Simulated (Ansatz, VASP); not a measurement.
**One calculation of GdO, two programs**

File INCAR:

```
PREC = Accurate ; ENCUT = 520
EDIFF = 1E-6 ; ISMEAR = 0
SIGMA = 0.05 ; LREAL = False
LASPH = True ; NELM = 150
ALGO = Normal ; ISIF = 2
LWAVE = False ; LCHARG = False
ISPIN = 2 ; MAGMOM = 7 0
LORBIT = 11 ; LMAXMIX = 6
LDAU = True ; LDAUTYPE = 2
LDAUL = 3 -1 ; LDAUU = 6 0
LDAUJ = 0 0 ; LDAUPRINT = 1
GGA = PE ; NBANDS = 23
```

KPOINTS

```
regular mesh
0
Gamma
  5 5 5
```

Contents of POSCAR:

```
GdO
1.0
    0.0000000000      2.7000000000      2.7000000000
    2.7000000000      0.0000000000      2.7000000000
    2.7000000000      2.7000000000      0.0000000000
Gd O
1 1
Direct
    0.0000000000      0.0000000000      0.0000000000
    0.2500000000      0.2500000000      0.2500000000
```

Input for Ansatz:

```yaml
crystal:
  lattice:
    - [0.0, 2.7, 2.7]
    - [2.7, 0.0, 2.7]
    - [2.7, 2.7, 0.0]
  atoms:
    - { symbol: Gd, position: [0.0, 0.0, 0.0], spin: 7.0 }
    - { symbol: O, position: [0.25, 0.25, 0.25] }
basis:
  ecutwfc: 420
  ecutrho_ratio: 4
kpoints:
  mp_grid: { grid: [5, 5, 5] }
hamiltonian:
  xc: pbe
  hubbard: { sites: [{ species: Gd, l: f, u_eff: 6.0 }] }
scf:
  occupations: { method: gaussian, width: 0.05 }
output:
  forces: true
  stress: true
  eigenvalues: true
  populations: true
  hubbard: { sites: [{ species: Gd, l: f }] }
magnetization:
  spin_polarized: true
```

Alike in both runs: task single point; functional PBE; k mesh 5 × 5 × 5; occupations gaussian, width 0.05 eV; collinear spin; Hubbard terms Gd f U = 6.0 eV.

|  | VASP | Ansatz |
| --- | --- | --- |
| version | VASP 6.6.1 | Ansatz 0.2.0 |
| potentials or method | VASP PAW PBE potentials, release 64 (Gd, O), cutoff 520 eV | scalar-relativistic, plane waves, PAW |
| valence electrons in the cell | 24 | 24 |

Ansatz gave:

| Quantity | Value |
| --- | --- |
| gap on the k mesh at the Fermi level (eV) | none |
| pressure (GPa) | -0.2 |
| net moment per atom (μB) | 3.98 |
| size of the moment on the site where the two differ most (μB) | 7.02 |

Question: What did VASP give for the same quantities?

Answer: gap on the k mesh at the Fermi level (eV): none; pressure (GPa): -0.2; net moment per atom (μB): 3.98; size of the moment on the site where the two differ most (μB): 7.07.

Site moments also hang on the region over which each program counts them. The programs project onto different local orbitals, so the same U acts differently, and such runs can settle in different states. A gap of «none» marks a metal or a gap that the smearing closes. Ansatz's warnings: filled band counts differ across k points.

The k mesh is coarse, so the values compare programs but aren't converged. Spin-orbit coupling is off throughout.
